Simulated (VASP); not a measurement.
# Ti18O (a cell with a defect) in VASP: single point with PBE

Aim: the single point of Ti18O (a cell with a defect) with PBE.

All numbers are computed with VASP 6.6.1; they aren't measurements. Logs are shortened: lines on timing, memory, paths and dates and some standing lists are left out, and cuts for length are marked.

### 1 The cell of the first run

The cell holds a defect, 19 atoms: a = 7.284 Å, b = 7.284 Å, c = 7.284 Å, α = 65.98°, β = 65.98°, γ = 65.98°.

### 2 Single point, PBE

INCAR reads:

```
SYSTEM = Ti18O
  PREC = Accurate
  ENCUT = 520
  EDIFF = 1E-7
  ISMEAR = 0
  SIGMA = 0.1
  LREAL = Auto
  LASPH = .TRUE.
  NELM = 100
  ALGO = Normal
  ISIF = 2
  LWAVE = .FALSE.
  LCHARG = .FALSE.
  GGA = PE
  NBANDS = 126
```

KPOINTS reads:

```
Automatic mesh
0
Gamma
  4 4 4
  0.5 0.5 0.5
```

POSCAR reads:

```
Ti18O
1.0
    2.2897681504     -3.9659947741      5.6643452958
    2.2897681504      3.9659947741      5.6643452958
   -4.5795363009      0.0000000000      5.6643452958
Ti O
18 1
Direct
    0.3361109455      0.3318063508      0.3361108311
    0.5006996501      0.4972994943      0.5006997443
    0.6660792928      0.6661544315      0.6660793038
    0.8310895565      0.8327816918      0.8310894686
    1.0004717865     -0.0178838166      0.0004718029
    0.1794723007      0.1574011673      0.1794723491
    0.7332065868      0.4374321174      0.0795107182
    0.9124700441      0.5873395098      0.2549164526
    0.0837492555      0.7600300256      0.4070715464
    0.2479939360      0.9153755516      0.5878141853
    0.4278453700      0.0763981091      0.7450760152
    0.5773170491      0.2513892369      0.9170961826
    0.0795107641      0.4374320628      0.7332065956
    0.2549165253      0.5873395554      0.9124699257
    0.4070716618      0.7600300190      0.0837491466
    0.5878142875      0.9153754856      0.2479938998
    0.7450761395      0.0763980017      0.4278453530
    0.9170961259      0.2513892478      0.5773170948
    1.0058114525      0.2389824037      0.0058115766
```

Potentials or basis: VASP PAW PBE potentials, release 64 (Ti_sv, O).

On the command line:

```bash
> cat potpaw_PBE.64/Ti_sv/POTCAR potpaw_PBE.64/O/POTCAR > POTCAR
> mpirun -np 1 vasp_std > vasp.out
```

OUTCAR:

```text
SYSTEM = Ti18O
   PREC = Accurate
   ENCUT = 520
   EDIFF = 1E-7
   ISMEAR = 0
   LREAL = Auto
   LASPH = .TRUE.
   NELM = 100
   ISIF = 2
   GGA = PE

 ion  position               nearest neighbor table
   1  0.336  0.332  0.336-   6 2.76   2 2.80
   2  0.501  0.497  0.501-   1 2.80   3 2.83
   3  0.666  0.666  0.666-   4 2.81   2 2.83
   4  0.831  0.833  0.831-   5 2.77   3 2.81   7 2.91  13 2.91  17 2.92  11 2.92
   5  0.000  0.982  0.000-  19 1.90   4 2.77   8 2.88  14 2.88   9 2.92  15 2.92
   6  0.179  0.157  0.179-  19 1.91   1 2.76   9 2.90  15 2.90  10 2.90  16 2.90
   7  0.733  0.437  0.080-  19 1.94  15 2.57  13 2.75  17 2.81  12 2.86   8 2.86   4 2.91
   8  0.912  0.587  0.255-  16 2.59  18 2.61  14 2.72   9 2.81   7 2.86   5 2.88
   9  0.084  0.760  0.407-  15 2.56  13 2.57  17 2.60   8 2.81  10 2.84   6 2.90   5 2.92
  10  0.248  0.915  0.588-  14 2.59  18 2.65  16 2.70  11 2.82   9 2.84   6 2.90
  11  0.428  0.076  0.745-  17 2.52  15 2.60  12 2.81  13 2.81  10 2.82   4 2.92
  12  0.577  0.251  0.917-  14 2.61  16 2.65  18 2.70  11 2.81   7 2.86
  13  0.080  0.437  0.733-  19 1.94   9 2.57   7 2.75  11 2.81  18 2.86  14 2.86   4 2.91
  14  0.255  0.587  0.912-  10 2.59  12 2.61   8 2.72  15 2.81  13 2.86   5 2.88
  15  0.407  0.760  0.084-   9 2.56   7 2.57  11 2.60  14 2.81  16 2.84   6 2.90   5 2.92
  16  0.588  0.915  0.248-   8 2.59  12 2.65  10 2.70  17 2.82  15 2.84   6 2.90
  17  0.745  0.076  0.428-  11 2.52   9 2.60  18 2.81   7 2.81  16 2.82   4 2.92
  18  0.917  0.251  0.577-   8 2.61  10 2.65  12 2.70  17 2.81  13 2.86
  19  0.006  0.239  0.006-   5 1.90   6 1.91   7 1.94  13 1.94

  LATTYP: Found a trigonal (rhomboedric) cell.
 ALAT       =     7.2840208924
 COS(alpha) =     0.4070857267

  Lattice vectors:

 A1 = (   2.2897681504,  -3.9659947741,   5.6643452958)
 A2 = (   2.2897681504,   3.9659947741,   5.6643452958)
 A3 = (  -4.5795363009,   0.0000000000,   5.6643452958)

Analysis of symmetry for initial positions (statically):
=====================================================================
 Subroutine PRICEL returns:
 Original cell was already a primitive cell.

 Routine SETGRP: Setting up the symmetry group for a
 trigonal (rhombohedral) supercell.

 Subroutine GETGRP returns: Found  2 space group operations
 (whereof  2 operations were pure point group operations)
 out of a pool of 12 trial point group operations.

The static configuration has the point symmetry C_1h.

Analysis of symmetry for dynamics (positions and initial velocities):
=====================================================================
 Subroutine PRICEL returns:
 Original cell was already a primitive cell.

 Routine SETGRP: Setting up the symmetry group for a
 trigonal (rhombohedral) supercell.

 Subroutine GETGRP returns: Found  2 space group operations
 (whereof  2 operations were pure point group operations)
 out of a pool of 12 trial point group operations.

The dynamic configuration has the point symmetry C_1h.

 Subroutine INISYM returns: Found  2 space group operations
 (whereof  2 operations are pure point group operations),
 and found     1 'primitive' translations

----------------------------------------------------------------------------------------

                                     Primitive cell

  volume of cell :     308.6346

  direct lattice vectors                    reciprocal lattice vectors
     2.289768150 -3.965994774  5.664345296     0.072787573 -0.126071775  0.058847637
     2.289768150  3.965994774  5.664345296     0.072787573  0.126071775  0.058847637
    -4.579536301  0.000000000  5.664345296    -0.145575146  0.000000000  0.058847637

  length of vectors
     7.284020892  7.284020892  7.284020892     0.157019641  0.157019641  0.157019641

  position of ions in fractional coordinates (direct lattice)
     0.336110946  0.331806351  0.336110831
     0.500699650  0.497299494  0.500699744
     0.666079293  0.666154431  0.666079304
     0.831089556  0.832781692  0.831089469
     0.000471787  0.982116183  0.000471803
     0.179472301  0.157401167  0.179472349
[... 11 lines left out ...]
     0.917096126  0.251389248  0.577317095
     0.005811452  0.238982404  0.005811577

  ion indices of the primitive-cell ions
   primitive index   ion index
                 1           1
                 2           2
                 3           3
                 4           4
                 5           5
                 6           6
[... 11 lines left out ...]
                18          18
                19          19

----------------------------------------------------------------------------------------

 KPOINTS: Automatic mesh

Automatic generation of k-mesh.
 Grid dimensions read from file:
 generate k-points for:    4    4    4

 Generating k-lattice:

  Cartesian coordinates                     Fractional coordinates (reciprocal lattice)
     0.018196893 -0.031517944  0.014711909     0.250000000  0.000000000  0.000000000
     0.018196893  0.031517944  0.014711909     0.000000000  0.250000000  0.000000000
    -0.036393787  0.000000000  0.014711909     0.000000000  0.000000000  0.250000000

  Length of vectors
     0.039254910  0.039254910  0.039254910

  Shift w.r.t. Gamma in fractional coordinates (k-lattice)
     0.500000000  0.500000000  0.500000000

 Subroutine IBZKPT returns following result:
 ===========================================

 Found     20 irreducible k-points:

 Following reciprocal coordinates:
            Coordinates               Weight
  0.125000  0.125000  0.125000      2.000000
  0.375000  0.125000  0.125000      4.000000
  0.125000  0.375000  0.125000      2.000000
 -0.375000  0.125000  0.125000      4.000000
  0.125000 -0.375000  0.125000      2.000000
 -0.125000  0.125000  0.125000      4.000000
[... 12 lines left out ...]
 -0.375000  0.375000  0.375000      4.000000
  0.375000 -0.375000  0.375000      2.000000
   k-points           NKPTS =     20   k-points in BZ     NKDIM =     20   number of bands    NBANDS=    126
   number of dos      NEDOS =    301   number of ions     NIONS =     19
   total plane-waves  NPLWV = 157464
   dimension x,y,z NGX =    54 NGY =   54 NGZ =   54
   dimension x,y,z NGXF=   108 NGYF=  108 NGZF=  108
   ions per type =              18   1
   NGX,Y,Z   is equivalent  to a cutoff of  12.32, 12.32, 12.32 a.u.
   NGXF,Y,Z  is equivalent  to a cutoff of  24.65, 24.65, 24.65 a.u.
 SYSTEM =  Ti18O
   PREC   = accura    normal or accurate (medium, high low for compatibility)
   ISTART =      0    job   : 0-new  1-cont  2-samecut
   ICHARG =      2    charge: 1-file 2-atom 10-const
   ISPIN  =      1    spin polarized calculation?
   LNONCOLLINEAR =      F non collinear calculations
   LSORBIT =      F    spin-orbit coupling
   LASPH  =      T    aspherical Exc in radial PAW
   ENCUT  =  520.0 eV  38.22 Ry    6.18 a.u.  13.54 13.54 13.54*2*pi/ulx,y,z
   NELM   =    100;   NELMIN=  2; NELMDL= -5     # of ELM steps
   EDIFF  = 0.1E-06   stopping-criterion for ELM
   LREAL  =      T    real-space projection
   EDIFFG = 0.1E-05   stopping-criterion for IOM
   NSW    =      0    number of steps for IOM
   IBRION =     -1    ionic relax: 0-MD 1-quasi-New 2-CG
   NFREE  =      0    steps in history (QN), initial steepest desc. (CG)
   ISIF   =      2    stress and relaxation
   ISYM   =      2    0-nonsym 1-usesym 2-fastsym
   POTIM  = 0.5000    time-step for ionic-motion
   TEBEG  =    0.0;   TEEND  =   0.0 temperature during run
   PSTRESS=    0.0 pullay stress
   NELECT =     222.0000    total number of electrons
   NUPDOWN=      -1.0000    fix difference up-down
   EMIN   =  10.00;   EMAX   =-10.00  energy-range for DOS
   EFERMI =   0.00;   METHOD = LEGACY
   ISMEAR =     0;   SIGMA  =   0.10  broadening in eV -4-tet -1-fermi 0-gaus
   EFERMI_NEDOS =   21; number of points for ismear=-14 and -15
   IALGO  =     38    algorithm
   IMIX   =      4    mixing-type and parameters
     AMIX     =   0.40;   BMIX     =  1.00
     AMIX_MAG =   1.60;   BMIX_MAG =  1.00
  volume/ion in A,a.u.               =      16.24       109.62
  Fermi-wavevector in a.u.,A,eV,Ry     =   1.466823  2.771893 29.273870  2.151569
  Thomas-Fermi vector in A             =   2.582514
   LORBIT       =      0    0 simple, 1 ext, 2 COOP (PROOUT), +10 PAW based schemes
   GGA     = PE    functional components
   LHFCALC =     F    Hartree Fock is set to
   AEXX    =    0.0000 exact exchange contribution
   IVDW    =     0    specifies the selected vdW correction
   LEPSILON=     F    determine dielectric tensor
   LRPA    =     F    only Hartree local field effects (RPA)
 non-spin polarized calculation
 Gauss-broadening in eV      SIGMA  =   0.10
  energy-cutoff  :      520.00
  volume of cell :      308.63
 maximum number of plane-waves:      8334
 NGX is ok and might be reduce to    54
   NGX = 27   NGY = 27   NGZ = 27

 number of electron     221.9999995 magnetization

 Free energy of the ion-electron system (eV)
  ---------------------------------------------------
  ext. energy  EPLUGINS =         0.00000000
  ---------------------------------------------------
  free energy    TOTEN  =      -149.89655431 eV

  energy without entropy =     -149.81226719  energy(sigma->0) =     -149.85441075

 E-fermi :   8.5849     XC(G=0): -11.6621

 val. band max:        8.5726478101   @ k =  -0.1250   0.3750   0.1250
 cond. band min:       8.5868337629   @ k =  -0.3750   0.1250   0.1250
 fundamental gap:      0.0141859528
 Fermi energy:         8.5849242038

 k-point     1 :       0.1250    0.1250    0.1250
  band No.  band energies     occupation
      1     -48.3379      2.00000
      2     -48.3100      2.00000
      3     -48.2484      2.00000
      4     -48.2114      2.00000
      5     -48.1783      2.00000
      6     -48.1379      2.00000
[... 115 lines left out ...]
    122       9.3833      0.00000
    123       9.4427      0.00000

 k-point     2 :       0.3750    0.1250    0.1250
  band No.  band energies     occupation
      1     -48.3364      2.00000
      2     -48.3106      2.00000
      3     -48.2466      2.00000
      4     -48.2118      2.00000
      5     -48.1801      2.00000
      6     -48.1384      2.00000
[... 2267 lines left out ...]
      6     -48.1377      2.00000
[... 115 lines left out ...]
    122       9.5845      0.00000
    123       9.5868      0.00000
 [bands above 123 left out]

------------------------ aborting loop because EDIFF is reached ----------------------------------------

  FORCE on cell =-STRESS in cart. coord.  units (eV):
  Direction    XX          YY          ZZ          XY          YZ          ZX
  --------------------------------------------------------------------------------------
  -------------------------------------------------------------------------------------
  Total        7.4044186      8.8486243      5.7352671      1.2507189      0.0747770      0.0431725
  in kB       38.4376588     45.9347886     29.7727955      6.4927048      0.3881808      0.2241164
  external PRESSURE =      38.0484143 kB  Pullay stress =       0.0000000 kB

 VOLUME and BASIS-vectors are now :
 -----------------------------------------------------------------------------
  energy-cutoff  :      520.00
  volume of cell :      308.63
      direct lattice vectors                 reciprocal lattice vectors
     2.289768150 -3.965994774  5.664345296     0.072787573 -0.126071775  0.058847637
     2.289768150  3.965994774  5.664345296     0.072787573  0.126071775  0.058847637
    -4.579536301  0.000000000  5.664345296    -0.145575146  0.000000000  0.058847637

 POSITION                                       TOTAL-FORCE (eV/Angst)
 -----------------------------------------------------------------------------------
     -0.00986     -0.01707      5.68716        -0.001389     -0.002405      0.021033
     -0.00779     -0.01349      8.48915         0.006482      0.011227      0.039997
      0.00017      0.00030     11.31914         0.009456      0.016377      0.030122
      0.00387      0.00671     14.13232         0.005271      0.009129      0.046350
      2.24774      3.89320      5.56839        -0.020085     -0.034788     -0.018222
     -0.05054     -0.08753      2.92476        -0.035061     -0.060727      0.059222
[... 11 lines left out ...]
      0.03172     -2.64019      9.88883         0.018363      0.004674     -0.027185
      0.53391      0.92475      1.41952        -0.009120     -0.015796      0.017191
 -----------------------------------------------------------------------------------
    total drift:                               -0.007299     -0.003957     -0.010909

  FREE ENERGIE OF THE ION-ELECTRON SYSTEM (eV)
  ---------------------------------------------------
  free  energy   TOTEN  =      -149.8965543091 eV

  energy  without entropy=     -149.8122671902  energy(sigma->0) =     -149.85441075
```

It took 66 min on 1 thread of Intel Xeon 8259CL, shared host; peak memory 0.69 GiB.

Results:

```
Free energy            : -149.8966 eV
Pressure               : 3.8 GPa
Largest force          : 0.092 eV/Å
Band gap on the k mesh : zero (bands 111 and 112 overlap by 0.18 eV)
```

Forces in eV/Å, atoms in the order of the input:
```
Ti  -0.001 -0.002  0.021
Ti   0.006  0.011  0.040
Ti   0.009  0.016  0.030
Ti   0.005  0.009  0.046
Ti  -0.020 -0.035 -0.018
Ti  -0.035 -0.061  0.059
Ti  -0.027  0.079 -0.005
Ti  -0.006  0.003 -0.015
Ti  -0.011  0.005 -0.006
Ti   0.000  0.005 -0.025
Ti   0.007 -0.034 -0.019
Ti  -0.005  0.018 -0.027
Ti   0.082  0.016 -0.005
Ti   0.006 -0.004 -0.015
Ti   0.010 -0.007 -0.006
Ti   0.004  0.003 -0.025
Ti  -0.033 -0.011 -0.019
Ti   0.018  0.005 -0.027
O   -0.009 -0.016  0.017
```

Stress tensor (GPa, compression positive):
```
3.84 0.65 0.02
0.65 4.59 0.04
0.02 0.04 2.98
```
